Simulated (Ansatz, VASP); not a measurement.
## SrCuB5: VASP beside Ansatz

File INCAR:

```
SYSTEM = SrCuB5
PREC     = Accurate       ! precision mode
ENCUT    = 600            ! plane-wave cutoff, eV
EDIFF    = 1E-7           ! SCF threshold, eV
ISMEAR   = 0              ! smearing method
SIGMA    = 0.1            ! smearing width, eV
LREAL    = .False.        ! projectors in reciprocal space
LASPH    = .True.         ! aspherical terms in the spheres
NELM     = 80             ! most SCF steps
ALGO     = Normal         ! electronic algorithm
ISIF     = 3              ! what is computed and relaxed
LWAVE    = .False.        ! write WAVECAR
LCHARG   = .False.        ! write CHGCAR
GGA      = PE             ! functional
IBRION   = 2              ! ionic algorithm
NSW      = 90             ! ionic steps
EDIFFG   = -0.04          ! ionic threshold
```

File KPOINTS:

```
regular mesh
0
Gamma
  6 6 6
  0 0 0
```

POSCAR

```
SrCuB5
1.0
    2.5474932200      1.4707959000      5.3408262600
   -2.5474932200      1.4707959000      5.3408262600
    0.0000000000     -2.9415917900      5.3408262600
Sr Cu B
1 1 5
Direct
    0.0000000000      0.0000000000      0.0000000000
    0.5000000000      0.5000000000      0.5000000000
    0.5000000000      0.5000000000      0.0000000000
    0.0000000000      0.5000000000      0.5000000000
    0.5000000000      0.0000000000      0.5000000000
    0.1447503100      0.1447503100      0.1447503100
    0.8552496900      0.8552496900      0.8552496900
```

Input for Ansatz:

```yaml
crystal:
  lattice:
    - [2.54749322, 1.4707959, 5.34082626]
    - [-2.54749322, 1.4707959, 5.34082626]
    - [0.0, -2.94159179, 5.34082626]
  atoms:
    - { symbol: Sr, position: [0.0, 0.0, 0.0] }
    - { symbol: Cu, position: [0.5, 0.5, 0.5] }
    - { symbol: B, position: [0.5, 0.5, 0.0] }
    - { symbol: B, position: [0.0, 0.5, 0.5] }
    - { symbol: B, position: [0.5, 0.0, 0.5] }
    - { symbol: B, position: [0.14475031, 0.14475031, 0.14475031] }
    - { symbol: B, position: [0.85524969, 0.85524969, 0.85524969] }
basis:
  ecutwfc: 420
kpoints:
  mp_grid: { grid: [6, 6, 6] }
hamiltonian:
  xc: pbe
scf:
  occupations: { method: gaussian, width: 0.1 }
  lower_state_search: "off"
output:
  forces: true
  stress: true
  eigenvalues: true
relax:
  adjacent_minimum: "off"
  f_tol: 0.04
  max_steps: 70
  cell: { stress_tol: 0.4 }
```

Alike in both runs: task relaxation of cell and atoms; functional PBE; k mesh 6 × 6 × 6; occupations gaussian, width 0.1 eV; no spin polarisation.

|  | VASP | Ansatz |
| --- | --- | --- |
| version | VASP 6.6.1 | Ansatz 0.2.0 |
| potentials or method | VASP PAW PBE potentials, release 64 (Sr_sv, Cu, B), cutoff 600 eV | scalar-relativistic, plane waves, PAW |
| valence electrons in the cell | 36 | 44 |

|  | VASP | Ansatz | Ansatz less VASP |
| --- | --- | --- | --- |
| gap on the k mesh at the Fermi level, each at its own relaxed structure (eV) | none | none | - |
| relaxed volume (Å³/atom) | 13.13 | 13.07 | -0.067 |
| relaxed cell length with the largest relative difference (Å) | 4.680 | 4.669 | -0.0111 |

A gap of «none» marks a metal or a gap that the smearing closes. VASP's potentials hold 36 valence electrons a cell and Ansatz's 44, so a difference there can come from the potentials and not from the codes.

Noted on VASP's run: the volume moved by over 15 % at a fixed basis, so the end points are rough.
